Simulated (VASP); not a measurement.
# Nb (Fm-3m) in VASP: notebook

The runs below take Nb through relaxation of cell and atoms, with PBEsol.

Everything below comes from runs of VASP 6.6.1. Logs are shortened: lines on timing, memory, paths and dates and some standing lists are left out, and cuts for length are marked.

### Step 1. The cell of the first run

It takes space group Fm-3m (No. 225, cubic). The conventional cell has a = 4.190 Å, b = 4.190 Å, c = 4.190 Å, α = 90.00°, β = 90.00°, γ = 90.00°. Nb (site symmetry m-3m) has 12 Nb at 2.96 Å within 3.9 Å.

This isn't the form of Nb at room conditions, which is bcc.

### Step 2. Relaxation of cell and atoms, PBEsol

Contents of INCAR:

```
PREC = Accurate ; ENCUT = 500
EDIFF = 1E-7 ; ISMEAR = 0
SIGMA = 0.05 ; LREAL = False
LASPH = True ; NELM = 120
ALGO = Normal ; ISIF = 3
LWAVE = False ; LCHARG = False
GGA = PS ; IBRION = 2
NSW = 80 ; EDIFFG = -0.02
GGA_COMPAT = False ; NELMIN = 4
```

Contents of KPOINTS:

```
Automatic mesh
0
Gamma
  7 7 7
```

Contents of POSCAR:

```
Nb
1.0
    0.0000000000      2.0950000000      2.0950000000
    2.0950000000      0.0000000000      2.0950000000
    2.0950000000      2.0950000000      0.0000000000
Nb
1
Direct
    0.0000000000      0.0000000000      0.0000000000
```

Potentials or basis: VASP PAW PBE potentials, release 64 (Nb_sv).

Command:

```
$ cat potpaw_PBE.64/Nb_sv/POTCAR > POTCAR
$ mpirun -np 1 vasp_std > vasp.out
```

OUTCAR:

```text
PREC = Accurate
   ENCUT = 500
   EDIFF = 1E-7
   ISMEAR = 0
   LREAL = False
   LASPH = True
   NELM = 120
   ISIF = 3
   GGA = PS
   IBRION = 2
   NSW = 80
   EDIFFG = -0.02
   NELMIN = 4

 ion  position               nearest neighbor table
   1  0.000  0.000  0.000-

  LATTYP: Found a face centered cubic cell.
 ALAT       =     4.1900000000

  Lattice vectors:

 A1 = (   0.0000000000,   2.0950000000,   2.0950000000)
 A2 = (   2.0950000000,   0.0000000000,   2.0950000000)
 A3 = (   2.0950000000,   2.0950000000,   0.0000000000)

Analysis of symmetry for initial positions (statically):
=====================================================================
 Subroutine PRICEL returns:
 Original cell was already a primitive cell.

 Routine SETGRP: Setting up the symmetry group for a
 face centered cubic supercell.

 Subroutine GETGRP returns: Found 48 space group operations
 (whereof 48 operations were pure point group operations)
 out of a pool of 48 trial point group operations.

The static configuration has the point symmetry O_h .

Analysis of symmetry for dynamics (positions and initial velocities):
=====================================================================
 Subroutine PRICEL returns:
 Original cell was already a primitive cell.

 Routine SETGRP: Setting up the symmetry group for a
 face centered cubic supercell.

 Subroutine GETGRP returns: Found 48 space group operations
 (whereof 48 operations were pure point group operations)
 out of a pool of 48 trial point group operations.

The dynamic configuration has the point symmetry O_h .

 Subroutine INISYM returns: Found 48 space group operations
 (whereof 48 operations are pure point group operations),
 and found     1 'primitive' translations

----------------------------------------------------------------------------------------

                                     Primitive cell

  volume of cell :      18.3900

  direct lattice vectors                    reciprocal lattice vectors
     0.000000000  2.095000000  2.095000000    -0.238663484  0.238663484  0.238663484
     2.095000000  0.000000000  2.095000000     0.238663484 -0.238663484  0.238663484
     2.095000000  2.095000000  0.000000000     0.238663484  0.238663484 -0.238663484

  length of vectors
     2.962777413  2.962777413  2.962777413     0.413377281  0.413377281  0.413377281

  position of ions in fractional coordinates (direct lattice)
     0.000000000  0.000000000  0.000000000

  ion indices of the primitive-cell ions
   primitive index   ion index
                 1           1

----------------------------------------------------------------------------------------

 KPOINTS: Automatic mesh

Automatic generation of k-mesh.
 Grid dimensions read from file:
 generate k-points for:    7    7    7

 Generating k-lattice:

  Cartesian coordinates                     Fractional coordinates (reciprocal lattice)
    -0.034094783  0.034094783  0.034094783     0.142857143  0.000000000  0.000000000
     0.034094783 -0.034094783  0.034094783     0.000000000  0.142857143  0.000000000
     0.034094783  0.034094783 -0.034094783     0.000000000  0.000000000  0.142857143

  Length of vectors
     0.059053897  0.059053897  0.059053897

  Shift w.r.t. Gamma in fractional coordinates (k-lattice)
     0.000000000  0.000000000  0.000000000

 Subroutine IBZKPT returns following result:
 ===========================================

 Found     20 irreducible k-points:

 Following reciprocal coordinates:
            Coordinates               Weight
  0.000000  0.000000  0.000000      1.000000
  0.142857  0.000000  0.000000      8.000000
  0.285714  0.000000  0.000000      8.000000
  0.428571  0.000000  0.000000      8.000000
  0.142857  0.142857  0.000000      6.000000
  0.285714  0.142857  0.000000     24.000000
[... 12 lines left out ...]
 -0.428571  0.428571  0.142857     24.000000
 -0.285714  0.428571  0.142857     24.000000
   k-points           NKPTS =     20   k-points in BZ     NKDIM =     20   number of bands    NBANDS=     10
   number of dos      NEDOS =    301   number of ions     NIONS =      1
   total plane-waves  NPLWV =  13824
   dimension x,y,z NGX =    24 NGY =   24 NGZ =   24
   dimension x,y,z NGXF=    48 NGYF=   48 NGZF=   48
   ions per type =               1
   NGX,Y,Z   is equivalent  to a cutoff of  13.47, 13.47, 13.47 a.u.
   NGXF,Y,Z  is equivalent  to a cutoff of  26.93, 26.93, 26.93 a.u.
 SYSTEM =  unknown system
   PREC   = accura    normal or accurate (medium, high low for compatibility)
   ISTART =      0    job   : 0-new  1-cont  2-samecut
   ICHARG =      2    charge: 1-file 2-atom 10-const
   ISPIN  =      1    spin polarized calculation?
   LNONCOLLINEAR =      F non collinear calculations
   LSORBIT =      F    spin-orbit coupling
   LASPH  =      T    aspherical Exc in radial PAW
   ENCUT  =  500.0 eV  36.75 Ry    6.06 a.u.   5.40  5.40  5.40*2*pi/ulx,y,z
   NELM   =    120;   NELMIN=  4; NELMDL= -5     # of ELM steps
   EDIFF  = 0.1E-06   stopping-criterion for ELM
   LREAL  =      F    real-space projection
   EDIFFG = -.2E-01   stopping-criterion for IOM
   NSW    =     80    number of steps for IOM
   IBRION =      2    ionic relax: 0-MD 1-quasi-New 2-CG
   NFREE  =      1    steps in history (QN), initial steepest desc. (CG)
   ISIF   =      3    stress and relaxation
   ISYM   =      2    0-nonsym 1-usesym 2-fastsym
   POTIM  = 0.5000    time-step for ionic-motion
   TEBEG  =    0.0;   TEEND  =   0.0 temperature during run
   PSTRESS=    0.0 pullay stress
   NELECT =      13.0000    total number of electrons
   NUPDOWN=      -1.0000    fix difference up-down
   EMIN   =  10.00;   EMAX   =-10.00  energy-range for DOS
   EFERMI =   0.00;   METHOD = LEGACY
   ISMEAR =     0;   SIGMA  =   0.05  broadening in eV -4-tet -1-fermi 0-gaus
   EFERMI_NEDOS =   21; number of points for ismear=-14 and -15
   IALGO  =     38    algorithm
   IMIX   =      4    mixing-type and parameters
     AMIX     =   0.40;   BMIX     =  1.00
     AMIX_MAG =   1.60;   BMIX_MAG =  1.00
  volume/ion in A,a.u.               =      18.39       124.10
  Fermi-wavevector in a.u.,A,eV,Ry     =   1.458351  2.755883 28.936684  2.126786
  Thomas-Fermi vector in A             =   2.575045
   LORBIT       =      0    0 simple, 1 ext, 2 COOP (PROOUT), +10 PAW based schemes
   GGA     = PS    functional components
   LHFCALC =     F    Hartree Fock is set to
   AEXX    =    0.0000 exact exchange contribution
   IVDW    =     0    specifies the selected vdW correction
   LEPSILON=     F    determine dielectric tensor
   LRPA    =     F    only Hartree local field effects (RPA)
 conjugate gradient relaxation of ions
 non-spin polarized calculation
 Gauss-broadening in eV      SIGMA  =   0.05
  energy-cutoff  :      500.00
  volume of cell :       18.39
 maximum number of plane-waves:       489
 NGX is ok and might be reduce to    24
   NGX = 11   NGY = 11   NGZ = 11

--------------------------------------- Ionic step        1  -------------------------------------------

 number of electron      13.0000001 magnetization

 Free energy of the ion-electron system (eV)
  ---------------------------------------------------
  ext. energy  EPLUGINS =         0.00000000
  ---------------------------------------------------
  free energy    TOTEN  =       -10.63304788 eV

  energy without entropy =      -10.63106169  energy(sigma->0) =      -10.63205479

------------------------ aborting loop because EDIFF is reached ----------------------------------------

  FORCE on cell =-STRESS in cart. coord.  units (eV):
  Direction    XX          YY          ZZ          XY          YZ          ZX
  --------------------------------------------------------------------------------------
  -------------------------------------------------------------------------------------
  Total       -0.4078876     -0.4078876     -0.4078876      0.0000000      0.0000000     -0.0000000
  in kB      -35.5360372    -35.5360372    -35.5360372      0.0000000      0.0000000     -0.0000000
  external PRESSURE =     -35.5360372 kB  Pullay stress =       0.0000000 kB

 VOLUME and BASIS-vectors are now :
 -----------------------------------------------------------------------------
  energy-cutoff  :      500.00
  volume of cell :       18.39
      direct lattice vectors                 reciprocal lattice vectors
     0.000000000  2.095000000  2.095000000    -0.238663484  0.238663484  0.238663484
     2.095000000  0.000000000  2.095000000     0.238663484 -0.238663484  0.238663484
     2.095000000  2.095000000  0.000000000     0.238663484  0.238663484 -0.238663484

 POSITION                                       TOTAL-FORCE (eV/Angst)
 -----------------------------------------------------------------------------------
      0.00000      0.00000      0.00000         0.000000     -0.000000      0.000000
 -----------------------------------------------------------------------------------
    total drift:                               -0.000000      0.000000     -0.000000

  FREE ENERGIE OF THE ION-ELECTRON SYSTEM (eV)
  ---------------------------------------------------
  free  energy   TOTEN  =       -10.6330478805 eV

  energy  without entropy=      -10.6310616932  energy(sigma->0) =      -10.63205479
[... 15 lines left out ...]
 VOLUME and BASIS-vectors are now :
 -----------------------------------------------------------------------------
  energy-cutoff  :      500.00
  volume of cell :       17.33
      direct lattice vectors                 reciprocal lattice vectors
     0.000000000  2.053775470  2.053775470    -0.243454071  0.243454071  0.243454071
     2.053775470  0.000000000  2.053775470     0.243454071 -0.243454071  0.243454071
     2.053775470  2.053775470 -0.000000000     0.243454071  0.243454071 -0.243454071

 POSITION                                       TOTAL-FORCE (eV/Angst)
 -----------------------------------------------------------------------------------
      2.05378      4.10755      2.05378         0.000000      0.000000      0.000000
 -----------------------------------------------------------------------------------
    total drift:                               -0.000000     -0.000000      0.000000

  FREE ENERGIE OF THE ION-ELECTRON SYSTEM (eV)
  ---------------------------------------------------
  free  energy   TOTEN  =       -10.6203752821 eV

  energy  without entropy=      -10.6188242388  energy(sigma->0) =      -10.61959976

--------------------------------------- Ionic step        3  -------------------------------------------

 number of electron      13.0000000 magnetization

 Free energy of the ion-electron system (eV)
  ---------------------------------------------------
  ext. energy  EPLUGINS =         0.00000000
  ---------------------------------------------------
  free energy    TOTEN  =       -10.63716572 eV

  energy without entropy =      -10.63524024  energy(sigma->0) =      -10.63620298

 E-fermi :  11.4833     XC(G=0): -12.6256

 val. band max:       11.4787600988   @ k =   0.0000   0.0000   0.0000
 cond. band min:      11.5033987880   @ k =  -0.4286   0.2857   0.0000
 fundamental gap:      0.0246386892
 Fermi energy:        11.4833402884

 k-point     1 :       0.0000    0.0000    0.0000
  band No.  band energies     occupation
      1     -43.2419      2.00000
      2     -18.5697      2.00000
      3     -18.5697      2.00000
      4     -18.5697      2.00000
      5       5.0537      2.00000
      6      11.4788      1.10308
      7      11.4788      1.10308
      8      11.4788      1.10308
      9      14.2237      0.00000
     10      14.2237      0.00000

 k-point     2 :       0.1429    0.0000    0.0000
  band No.  band energies     occupation
      1     -43.1994      2.00000
      2     -18.8423      2.00000
      3     -18.6033      2.00000
      4     -18.6033      2.00000
      5       5.8051      2.00000
      6      10.9667      2.00000
      7      11.7810      0.00000
      8      11.7810      0.00000
      9      13.9931      0.00000
     10      13.9931      0.00000

 k-point     3 :       0.2857    0.0000    0.0000
  band No.  band energies     occupation
      1     -43.1024      2.00000
      2     -19.4262      2.00000
      3     -18.6777      2.00000
      4     -18.6777      2.00000
      5       7.1758      2.00000
      6      10.8196      2.00000
      7      11.7694      0.00000
      8      11.7694      0.00000
      9      14.5929      0.00000
     10      14.5929      0.00000
[... 232 lines left out ...]
 VOLUME and BASIS-vectors are now :
 -----------------------------------------------------------------------------
  energy-cutoff  :      500.00
  volume of cell :       18.03
      direct lattice vectors                 reciprocal lattice vectors
     0.000000000  2.081193704  2.081193704    -0.240246739  0.240246739  0.240246739
     2.081193704  0.000000000  2.081193704     0.240246739 -0.240246739  0.240246739
     2.081193704  2.081193704 -0.000000000     0.240246739  0.240246739 -0.240246739

 POSITION                                       TOTAL-FORCE (eV/Angst)
 -----------------------------------------------------------------------------------
      0.00000      0.00000      0.00000         0.000000      0.000000     -0.000000
 -----------------------------------------------------------------------------------
    total drift:                                0.000000      0.000000      0.000000

  FREE ENERGIE OF THE ION-ELECTRON SYSTEM (eV)
  ---------------------------------------------------
  free  energy   TOTEN  =       -10.6371657163 eV

  energy  without entropy=      -10.6352402425  energy(sigma->0) =      -10.63620298

 reached required accuracy - stopping structural energy minimisation
```

It took 10 s on 1 thread of Intel Xeon Platinum 8259CL at 2.50GHz (Skylake/Cascade Lake), shared host; peak memory 0.14 GiB.

Results:

* Free energy: -10.6372 eV
* Relaxed volume: 18.03 Å³/atom
* Relaxed cell: a = 2.943 Å, b = 2.943 Å, c = 2.943 Å, α = 60.00°, β = 60.00°, γ = 60.00°
* Space group after relaxing (to 0.1 Å): Fm-3m (No. 225)
* Energy gained by relaxing: 4.1 meV/atom
* Ionic steps: 3
* Pressure after relaxing: 0.0 GPa
* Band gap on the k mesh: zero (an odd number of electrons rules out a gap without spin polarisation)

Step by step:
| step | energy change (eV) | largest force (eV/Å) | pressure (GPa) | volume (Å³) |
| --- | --- | --- | --- | --- |
| 1 | 0.0000 | 0.0000 | -3.55 | 18.39 |
| 2 | 0.0127 | 0.0000 | 7.99 | 17.33 |
| 3 | -0.0041 | 0.0000 | -0.04 | 18.03 |

Final structure:
```
Nb
1.0
     0.00000    2.08119    2.08119
     2.08119    0.00000    2.08119
     2.08119    2.08119    0.00000
Nb
1
Direct
  0.00000 0.00000 0.00000
```

Caveat: the k points lie up to 0.37 Å⁻¹ apart in the final cell, too coarse for converged energies and pressures of a metal; the PAW data sets were made with another functional, which shifts forces and pressure a little.

### Step 3. Relaxation of cell and atoms, PBEsol, target pressure 5 GPa, at which the enthalpy is minimised

Contents of INCAR:

```
SYSTEM = Nb
ALGO = Normal
EDIFF = 1E-7
EDIFFG = -0.02
ENCUT = 500
GGA = PS
GGA_COMPAT = .FALSE.
IBRION = 2
ISIF = 3
ISMEAR = 0
LASPH = .TRUE.
LCHARG = .FALSE.
LREAL = .FALSE.
LWAVE = .FALSE.
NELM = 120
NELMIN = 4
NSW = 80
PREC = Accurate
PSTRESS = 50.0
SIGMA = 0.05
```

Contents of KPOINTS:

```
k-points
0
G
  7 7 7
  0 0 0
```

POSCAR is that of step 2.

Potentials or basis: VASP PAW PBE potentials, release 64 (Nb_sv).

Command:

```
$ cat potpaw_PBE.64/Nb_sv/POTCAR > POTCAR
$ mpirun -np 1 vasp_std > vasp.out
```

It took 14 s on 1 thread of Intel Xeon Platinum 8259CL at 2.50GHz (Skylake/Cascade Lake), shared host; peak memory 0.14 GiB.

Results (log left out):

| Property | Result |
| --- | --- |
| Free energy | -10.6303 eV |
| Relaxed volume | 17.57 Å³/atom |
| Relaxed cell | a = 2.918 Å, b = 2.918 Å, c = 2.918 Å, α = 60.00°, β = 60.00°, γ = 60.00° |
| Space group after relaxing (to 0.1 Å) | Fm-3m (No. 225) |
| Energy change on relaxing (the run minimises the enthalpy) | +2.8 meV/atom |
| Ionic steps | 4 |
| Pressure after relaxing | 5.0 GPa |
| Band gap on the k mesh | zero (an odd number of electrons rules out a gap without spin polarisation) |

The path:
```tsv
step	energy change (eV)	largest force (eV/Å)	pressure (GPa)	volume (Å³)
1	0.0000	0.0000	-3.55	18.39
2	0.1730	0.0000	29.56	15.90
3	0.0020	0.0000	4.70	17.60
4	0.0028	0.0000	4.97	17.57
```

Final structure:
```
Nb
1.0
     0.00000    2.06345    2.06345
     2.06345    0.00000    2.06345
     2.06345    2.06345    0.00000
Nb
1
Direct
  0.00000 0.00000 0.00000
```

Levels at points of the mesh, in eV from the Fermi level:
```
           k point  band 2  band 3  band 4  band 5  band 6  band 7  band 8  band 9  band 10
(0.00, 0.00, 0.00)  -30.00  -30.00  -30.00   -6.51   -0.05   -0.05   -0.05    2.80     2.80
```

Caveat: the k points lie up to 0.38 Å⁻¹ apart in the final cell, too coarse for converged energies and pressures of a metal; the cell is relaxed towards a set pressure, so the run minimises the enthalpy, not the energy; the PAW data sets were made with another functional, which shifts forces and pressure a little.

The gap in the log of VASP goes by the Fermi energy; the results here count the filled bands.